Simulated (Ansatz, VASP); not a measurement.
**Two plane-wave programs on BP**

```xyz
2
Lattice="3.2056 0.0000 0.0000 -1.6028 2.7762 0.0000 0.0000 0.0000 23.8000" Properties=species:S:1:pos:R:3 pbc="T T T"
B     0.0000    1.8508    7.0000
P     1.6028    0.9254    7.0000
```

Alike in both runs: functional PBE; dispersion D3(BJ); k mesh 12 × 12 × 1; occupations gaussian, width 0.03 eV; no spin polarisation.

Ansatz relaxed the structure, and its values are those at the end. VASP's run is a single point on that final structure, the one shown.

|  | VASP | Ansatz |
| --- | --- | --- |
| version | VASP 6.6.1 | Ansatz 0.2.0 |
| potentials or method | VASP PAW PBE potentials, release 64 (B, P), cutoff 420 eV | scalar-relativistic, plane waves, PAW |
| valence electrons in the cell | 8 | 8 |

Ansatz gave:

```
gap on the k mesh at the Fermi level (eV) : 0.89
least direct gap on the mesh (eV)         : 0.89
```

**Question.** Which values does VASP return?

**Answer.** gap on the k mesh at the Fermi level (eV): 0.90; least direct gap on the mesh (eV): 0.90.

Ansatz's warnings: slab cell height set, structure snapped to symmetry.
